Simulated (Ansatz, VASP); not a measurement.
**One calculation of Hf, two programs**

File INCAR:

```
  PREC = Accurate
  ENCUT = 600
  EDIFF = 1E-7
  ISMEAR = -1
  SIGMA = 0.1
  LREAL = False
  LASPH = True
  NELM = 100
  ALGO = Normal
  ISIF = 3
  LWAVE = False
  LCHARG = False
  GGA = PE
  IBRION = 2
  NSW = 60
  EDIFFG = -0.005
```

The input KPOINTS:

```
regular mesh
0
Gamma
  12 12 12
```

POSCAR

```
Hf
1.0
    0.0000000000      3.0438467722      3.0438467722
    3.0438467722      0.0000000000      3.0438467722
    3.0438467722      3.0438467722      0.0000000000
Hf
2
Direct
   -0.1250000000     -0.1250000000     -0.1250000000
    0.1250000000      0.1250000000      0.1250000000
```

Input for Ansatz:

```yaml
crystal:
  lattice:
    - [0.0, 3.0438467722, 3.0438467722]
    - [3.0438467722, 0.0, 3.0438467722]
    - [3.0438467722, 3.0438467722, 0.0]
  atoms:
    - { symbol: Hf, position: [-0.125, -0.125, -0.125] }
    - { symbol: Hf, position: [0.125, 0.125, 0.125] }
kpoints:
  mp_grid: { grid: [12, 12, 12] }
scf:
  occupations: { method: fermi_dirac, width: 0.1 }
hamiltonian:
  xc: pbe
  pseudopotentials: { kind: paw }
output:
  forces: true
  stress: true
  write_density: true
  write_potential: true
  elf: true
  volumetric_format: npy
relax:
  f_tol: 0.005
  max_steps: 40
  cell: {}
```

Alike in both runs: task relaxation of cell and atoms; functional PBE; k mesh 12 × 12 × 12; occupations fermi-dirac, width 0.1 eV; no spin polarisation.

|  | VASP | Ansatz |
| --- | --- | --- |
| version | VASP 6.6.1 | Ansatz 0.2.0 |
| potentials or method | VASP PAW PBE potentials, release 64 (Hf_pv) | PAW with Ansatz's default frozen-core files, scalar-relativistic |
| plane-wave cutoff (eV) | 600 | 420 |
| valence electrons in the cell | 20 | 52 |

|  | VASP | Ansatz | Ansatz less VASP |
| --- | --- | --- | --- |
| relaxed volume (Å³/atom) | 34.84 | 35.06 | +0.221 |
| relaxed cell length with the largest relative difference (Å) | 4.619 | 4.629 | +0.0097 |

VASP's potentials hold 20 valence electrons a cell and Ansatz's 52, so a difference there can come from the potentials and not from the codes.

Spin-orbit coupling is off throughout. Noted on VASP's run: the volume moved by over 15 % at a fixed basis, so the end points are rough.
